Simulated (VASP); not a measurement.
Input of a VASP 6.6.1 run:

INCAR

```
SYSTEM = NbAu2
  PREC = Accurate
  ENCUT = 520
  EDIFF = 1E-7
  ISMEAR = -1
  SIGMA = 0.1
  LREAL = .False.
  LASPH = .True.
  NELM = 100
  ALGO = Normal
  ISIF = 2
  LWAVE = .False.
  LCHARG = .True.
  GGA = CA
  LELF = .True.
  LVHAR = .True.
  NBANDS = 24
```

The input KPOINTS:

```
regular mesh
0
Gamma
  7 7 11
  0 0 0
```

Contents of POSCAR:

```
NbAu2
1.0
    4.5158919612      0.0000000000      0.0000000000
   -2.2579459806      3.9108799887      0.0000000000
    0.0000000000      0.0000000000      2.6644742157
Nb Au
1 2
Direct
    0.0000000000      0.0000000000      0.0000000000
    0.3333333333      0.6666666667      0.5000000000
    0.6666666667      0.3333333333      0.5000000000
```

Potentials or basis: VASP PAW LDA potentials, release 64 (Nb_sv, Au).

Run with:

```sh
$ cat potpaw_LDA.64/Nb_sv/POTCAR potpaw_LDA.64/Au/POTCAR > POTCAR
$ mpirun -np 1 vasp_std > vasp.out
```

Question: Estimate the pressure.

Answer: 12.5 GPa.

Stress tensor (GPa, compression positive):
```
12.56  0.00  0.00
 0.00 12.56  0.00
 0.00  0.00 12.34
```
